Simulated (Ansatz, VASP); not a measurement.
# Two plane-wave programs on CdSe

Contents of INCAR:

```
SYSTEM = CdSe
PREC = Accurate
ENCUT = 600
EDIFF = 1E-6
ISMEAR = 0
SIGMA = 0.01
LREAL = .FALSE.
LASPH = .TRUE.
NELM = 100
ALGO = Normal
ISIF = 3
LWAVE = .FALSE.
LCHARG = .FALSE.
IBRION = 2
NSW = 80
EDIFFG = -0.01
```

File KPOINTS:

```
Automatic mesh
0
G
  5 5 5
  0 0 0
```

POSCAR

```
CdSe
1.0
    0.0000000000      3.0702710000      3.0702710000
    3.0702710000      0.0000000000      3.0702710000
    3.0702710000      3.0702710000      0.0000000000
Cd Se
1 1
Direct
    0.0000000000      0.0000000000      0.0000000000
    0.7500000000      0.7500000000      0.7500000000
```

Input for Ansatz:

```yaml
crystal:
  lattice:
    - [0.0, 3.070271, 3.070271]
    - [3.070271, 0.0, 3.070271]
    - [3.070271, 3.070271, 0.0]
  atoms:
    - { symbol: Cd, position: [0.0, 0.0, 0.0] }
    - { symbol: Se, position: [0.75, 0.75, 0.75] }
kpoints:
  mp_grid:
    grid: [5, 5, 5]
hamiltonian:
  xc: lda
  dispersion: none
scf:
  occupations:
    method: fixed
relax:
  cell: {}
```

Alike in both runs: task relaxation of cell and atoms; functional LDA; k mesh 5 × 5 × 5; no spin polarisation.

|  | VASP | Ansatz |
| --- | --- | --- |
| version | VASP 6.6.1 | Ansatz 0.2.0 |
| potentials or method | VASP PAW LDA potentials, release 64 (Cd, Se) | plane waves, PAW |
| plane-wave cutoff (eV) | 600 | 420 |
| occupations | gaussian, width 0.01 eV | fixed |
| valence electrons in the cell | 18 | 36 |

Ansatz gave:

| Quantity | Value |
| --- | --- |
| relaxed volume (Å³/atom) | 27.13 |
| relaxed cell length with the largest relative difference (Å) | 4.250 |

**Question.** What did VASP give for the same quantities?

**Answer.** Relaxed volume (Å³/atom): 27.33; relaxed cell length with the largest relative difference (Å): 4.260.

LDA's correlation is that of Perdew and Zunger in VASP and of Perdew and Wang (1992) in Ansatz. VASP's potentials hold 18 valence electrons a cell and Ansatz's 36, so a difference there can come from the potentials and not from the codes.
